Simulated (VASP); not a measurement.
# CoO (I4/mmm) in VASP: notebook

CoO is run at these levels: LDA, PBE, PBEsol; tasks: single point.

All numbers are computed with VASP 6.6.1; they aren't measurements. Logs are shortened: lines on timing, memory, paths and dates and some standing lists are left out, and cuts for length are marked.

## Step 1: The cell of the first run

The structure is tetragonal, space group I4/mmm (No. 139). Conventional cell: a = 2.954 Å, b = 2.954 Å, c = 4.128 Å, α = 90.00°, β = 90.00°, γ = 90.00°. Co (site symmetry 4/mmm) has 6 O at 2.06 to 2.09 Å within 2.7 Å. Within 2.7 Å of O (site symmetry 4/mmm) lie 6 Co at 2.06 to 2.09 Å.

## Step 2: Single point, LDA, collinear spin, ferromagnetic start

INCAR reads:

```
SYSTEM = CoO
PREC = Accurate
ENCUT = 520
EDIFF = 1E-7
ISMEAR = -1
SIGMA = 0.05
LREAL = .False.
LASPH = .True.
NELM = 150
ALGO = Normal
ISIF = 2
LWAVE = .False.
LCHARG = .False.
ISPIN = 2
MAGMOM = 2 0
LORBIT = 11
LMAXMIX = 4
NBANDS = 18
```

KPOINTS reads:

```
regular mesh
0
Gamma
  12 12 12
  0 0 0
```

POSCAR reads:

```
CoO
1.0
   -1.4772158519      1.4772158519      2.0642304156
    1.4772158519     -1.4772158519      2.0642304156
    1.4772158519      1.4772158519     -2.0642304156
Co O
1 1
Direct
    0.0000000000      0.0000000000      0.0000000000
    0.5000000000      0.5000000000      0.0000000000
```

Potentials or basis: VASP PAW LDA potentials, release 64 (Co, O).

On the command line:

```sh
$ cat potpaw_LDA.64/Co/POTCAR potpaw_LDA.64/O/POTCAR > POTCAR
$ mpirun -np 1 vasp_std > vasp.out
```

OUTCAR:

```text
SYSTEM = CoO
   PREC = Accurate
   ENCUT = 520
   EDIFF = 1E-7
   ISMEAR = -1
   LREAL = .False.
   LASPH = .True.
   NELM = 150
   ISIF = 2
   ISPIN = 2
   LORBIT = 11

 ion  position               nearest neighbor table
   1  0.000  0.000  0.000-   2 2.06   2 2.06   2 2.09   2 2.09   2 2.09   2 2.09
   2  0.500  0.500  0.000-   1 2.06   1 2.06   1 2.09   1 2.09   1 2.09   1 2.09

  LATTYP: Found a body centered tetragonal cell.
 ALAT       =     2.9544317038
 C/A-ratio  =     1.3973790039

  Lattice vectors:

 A1 = (  -1.4772158519,   1.4772158519,   2.0642304156)
 A2 = (   1.4772158519,  -1.4772158519,   2.0642304156)
 A3 = (   1.4772158519,   1.4772158519,  -2.0642304156)

Analysis of symmetry for initial positions (statically):
=====================================================================
 Subroutine PRICEL returns:
 Original cell was already a primitive cell.

 Routine SETGRP: Setting up the symmetry group for a
 body centered tetragonal supercell.

 Subroutine GETGRP returns: Found 16 space group operations
 (whereof 16 operations were pure point group operations)
 out of a pool of 16 trial point group operations.

The static configuration has the point symmetry D_4h.

Analysis of symmetry for dynamics (positions and initial velocities):
=====================================================================
 Subroutine PRICEL returns:
 Original cell was already a primitive cell.

 Routine SETGRP: Setting up the symmetry group for a
 body centered tetragonal supercell.

 Subroutine GETGRP returns: Found 16 space group operations
 (whereof 16 operations were pure point group operations)
 out of a pool of 16 trial point group operations.

The dynamic configuration has the point symmetry D_4h.

Analysis of structural, dynamic, and magnetic symmetry:
=====================================================================
 Subroutine PRICEL returns:
 Original cell was already a primitive cell.

 Routine SETGRP: Setting up the symmetry group for a
 body centered tetragonal supercell.

 Subroutine GETGRP returns: Found 16 space group operations
 (whereof 16 operations were pure point group operations)
 out of a pool of 16 trial point group operations.

The overall configuration has the point symmetry D_4h.

 Subroutine INISYM returns: Found 16 space group operations
 (whereof 16 operations are pure point group operations),
 and found     1 'primitive' translations

----------------------------------------------------------------------------------------

                                     Primitive cell

  volume of cell :      18.0180

  direct lattice vectors                    reciprocal lattice vectors
    -1.477215852  1.477215852  2.064230416     0.000000000  0.338474570  0.242221022
     1.477215852 -1.477215852  2.064230416     0.338474570  0.000000000  0.242221022
     1.477215852  1.477215852 -2.064230416     0.338474570  0.338474570  0.000000000

  length of vectors
     2.936899820  2.936899820  2.936899820     0.416216359  0.416216359  0.478675327

  position of ions in fractional coordinates (direct lattice)
     0.000000000  0.000000000  0.000000000
     0.500000000  0.500000000  0.000000000

  ion indices of the primitive-cell ions
   primitive index   ion index
                 1           1
                 2           2

----------------------------------------------------------------------------------------

 KPOINTS: regular mesh

Automatic generation of k-mesh.
 Grid dimensions read from file:
 generate k-points for:   12   12   12

 Generating k-lattice:

  Cartesian coordinates                     Fractional coordinates (reciprocal lattice)
     0.000000000  0.028206214  0.020185085     0.083333333  0.000000000  0.000000000
     0.028206214  0.000000000  0.020185085     0.000000000  0.083333333  0.000000000
     0.028206214  0.028206214  0.000000000     0.000000000  0.000000000  0.083333333

  Length of vectors
     0.034684697  0.034684697  0.039889611

  Shift w.r.t. Gamma in fractional coordinates (k-lattice)
     0.000000000  0.000000000  0.000000000

 Subroutine IBZKPT returns following result:
 ===========================================

 Found    163 irreducible k-points:

 Following reciprocal coordinates:
            Coordinates               Weight
  0.000000  0.000000  0.000000      1.000000
  0.083333  0.000000 -0.000000      8.000000
  0.166667  0.000000  0.000000      8.000000
  0.250000  0.000000 -0.000000      8.000000
  0.333333  0.000000 -0.000000      8.000000
  0.416667  0.000000 -0.000000      8.000000
[... 16 lines left out ...]
  0.500000  0.166667 -0.000000     16.000000
 -0.416667  0.166667  0.000000     16.000000
 [... further k-points ...]
   k-points           NKPTS =    163   k-points in BZ     NKDIM =    163   number of bands    NBANDS=     18
   number of dos      NEDOS =    301   number of ions     NIONS =      2
   total plane-waves  NPLWV =  13824
   dimension x,y,z NGX =    24 NGY =   24 NGZ =   24
   dimension x,y,z NGXF=    48 NGYF=   48 NGZF=   48
   ions per type =               1   1
   NGX,Y,Z   is equivalent  to a cutoff of  13.59, 13.59, 13.59 a.u.
   NGXF,Y,Z  is equivalent  to a cutoff of  27.17, 27.17, 27.17 a.u.
 SYSTEM =  CoO
   PREC   = accura    normal or accurate (medium, high low for compatibility)
   ISTART =      0    job   : 0-new  1-cont  2-samecut
   ICHARG =      2    charge: 1-file 2-atom 10-const
   ISPIN  =      2    spin polarized calculation?
   LNONCOLLINEAR =      F non collinear calculations
   LSORBIT =      F    spin-orbit coupling
   LASPH  =      T    aspherical Exc in radial PAW
   ENCUT  =  520.0 eV  38.22 Ry    6.18 a.u.   5.46  5.46  5.46*2*pi/ulx,y,z
   NELM   =    150;   NELMIN=  2; NELMDL= -5     # of ELM steps
   EDIFF  = 0.1E-06   stopping-criterion for ELM
   LREAL  =      F    real-space projection
   EDIFFG = 0.1E-05   stopping-criterion for IOM
   NSW    =      0    number of steps for IOM
   IBRION =     -1    ionic relax: 0-MD 1-quasi-New 2-CG
   NFREE  =      0    steps in history (QN), initial steepest desc. (CG)
   ISIF   =      2    stress and relaxation
   ISYM   =      2    0-nonsym 1-usesym 2-fastsym
   POTIM  = 0.5000    time-step for ionic-motion
   TEBEG  =    0.0;   TEEND  =   0.0 temperature during run
   PSTRESS=    0.0 pullay stress
   NELECT =      15.0000    total number of electrons
   NUPDOWN=      -1.0000    fix difference up-down
   EMIN   =  10.00;   EMAX   =-10.00  energy-range for DOS
   EFERMI =   0.00;   METHOD = LEGACY
   ISMEAR =    -1;   SIGMA  =   0.05  broadening in eV -4-tet -1-fermi 0-gaus
   EFERMI_NEDOS =   21; number of points for ismear=-14 and -15
   IALGO  =     38    algorithm
   IMIX   =      4    mixing-type and parameters
     AMIX     =   0.40;   BMIX     =  1.00
     AMIX_MAG =   1.60;   BMIX_MAG =  1.00
  volume/ion in A,a.u.               =       9.01        60.80
  Fermi-wavevector in a.u.,A,eV,Ry     =   1.540056  2.910284 32.269930  2.371773
  Thomas-Fermi vector in A             =   2.646197
   LORBIT       =     11    0 simple, 1 ext, 2 COOP (PROOUT), +10 PAW based schemes
   GGA     = CA    functional components
   LHFCALC =     F    Hartree Fock is set to
   AEXX    =    0.0000 exact exchange contribution
   IVDW    =     0    specifies the selected vdW correction
   LEPSILON=     F    determine dielectric tensor
   LRPA    =     F    only Hartree local field effects (RPA)
 spin polarized calculation
  energy-cutoff  :      520.00
  volume of cell :       18.02
 maximum number of plane-waves:       531
 NGX is ok and might be reduce to    24
   NGX = 11   NGY = 11   NGZ = 11

 number of electron      14.9999998 magnetization       2.3639102

 Free energy of the ion-electron system (eV)
  ---------------------------------------------------
  ext. energy  EPLUGINS =         0.00000000
  ---------------------------------------------------
  free energy    TOTEN  =       -14.79848386 eV

  energy without entropy =      -14.76569164  energy(sigma->0) =      -14.78208775

 E-fermi :   8.6577     XC(G=0): -13.2907

 val. band max:        8.6573644918   @ k =   0.3333   0.1667   0.0000
 cond. band min:       8.6584369006   @ k =  -0.0833  -0.4167   0.0833
 fundamental gap:      0.0010724087
 Fermi energy:         8.6577372883

 spin component 1

 k-point     1 :       0.0000    0.0000    0.0000
  band No.  band energies     occupation
      1     -12.1092      1.00000
      2       4.9914      1.00000
      3       5.0284      1.00000
      4       5.0284      1.00000
      5       5.7439      1.00000
      6       5.7439      1.00000
[... 10 lines left out ...]
     17      31.5315      0.00000
     18      34.1248      0.00000
[... 463 lines left out ...]
 k-point    24 :      -0.4167    0.1667    0.0000
  band No.  band energies     occupation
      1     -10.8578      1.00000
      2       0.6878      1.00000
      3       2.4053      1.00000
      4       2.8340      1.00000
      5       6.0354      1.00000
      6       6.6770      1.00000
[... 10 lines left out ...]
     17      36.7821      0.00000
     18      38.2177      0.00000

 [... further k-points ...]

 spin component 2

 k-point     1 :       0.0000    0.0000    0.0000
  band No.  band energies     occupation
      1     -11.7325      1.00000
      2       5.4039      1.00000
      3       5.4526      1.00000
      4       5.4526      1.00000
      5       7.3547      1.00000
      6       7.3547      1.00000
[... 10 lines left out ...]
     17      32.2362      0.00000
     18      34.8195      0.00000
[... 463 lines left out ...]
 k-point    24 :      -0.4167    0.1667    0.0000
  band No.  band energies     occupation
      1     -10.4591      1.00000
      2       1.1688      1.00000
      3       3.1688      1.00000
      4       3.6340      1.00000
      5       7.6229      1.00000
      6       8.5233      0.93633
[... 10 lines left out ...]
     17      37.1656      0.00000
     18      38.6102      0.00000

 [... further k-points ...]
[... 5 lines left out ...]
  --------------------------------------------------------------------------------------
  -------------------------------------------------------------------------------------
  Total       -1.3970083     -1.3970083     -1.3269459      0.0000000      0.0000000      0.0000000
  in kB     -124.2234214   -124.2234214   -117.9933990      0.0000000      0.0000000      0.0000000
  external PRESSURE =    -122.1467473 kB  Pullay stress =       0.0000000 kB

 VOLUME and BASIS-vectors are now :
 -----------------------------------------------------------------------------
  energy-cutoff  :      520.00
  volume of cell :       18.02
      direct lattice vectors                 reciprocal lattice vectors
    -1.477215852  1.477215852  2.064230416     0.000000000  0.338474570  0.242221022
     1.477215852 -1.477215852  2.064230416     0.338474570  0.000000000  0.242221022
     1.477215852  1.477215852 -2.064230416     0.338474570  0.338474570  0.000000000

 POSITION                                       TOTAL-FORCE (eV/Angst)
 -----------------------------------------------------------------------------------
      0.00000      0.00000      0.00000         0.000000      0.000000     -0.000000
      0.00000      0.00000      2.06423        -0.000000     -0.000000      0.000000
 -----------------------------------------------------------------------------------
    total drift:                               -0.000000      0.000000     -0.000000

  FREE ENERGIE OF THE ION-ELECTRON SYSTEM (eV)
  ---------------------------------------------------
  free  energy   TOTEN  =       -14.7984838555 eV

  energy  without entropy=      -14.7656916437  energy(sigma->0) =      -14.78208775

 total charge

# of ion       s       p       d       tot
------------------------------------------
    1        0.314   0.403   7.267   7.984
    2        1.548   3.402   0.000   4.950
--------------------------------------------------
tot          1.862   3.805   7.267  12.934

 magnetization (x)

# of ion       s       p       d       tot
------------------------------------------
    1        0.019   0.018   2.064   2.101
    2        0.029   0.187   0.000   0.216
--------------------------------------------------
tot          0.048   0.204   2.064   2.317
```

Run time: 64 s. Hardware: 1 thread of Intel Xeon 6975P-C (Granite Rapids), shared host; peak memory 0.2 GiB.

Results:

* Free energy: -14.7985 eV
* Pressure: -12.2 GPa
* Net moment: 2.36 μB per cell
* Site moments: Co +2.10; O +0.22 μB
* Valence electrons inside the program's atomic spheres: Co 7.98; O 4.95

Stress tensor (GPa, compression positive):
```
-12.42   0.00   0.00
  0.00 -12.42   0.00
  0.00   0.00 -11.80
```

Caveat: a cell with one magnetic atom can't hold antiferromagnetic order, which such compounds often take; semilocal functionals often make such compounds metallic where correlation or magnetic order opens a gap, which also shifts bond lengths. With open d or f shells a metallic result of LDA can be an artefact of self-interaction; +U or a hybrid may open a gap.

(Part 1 of 3 ends here.)
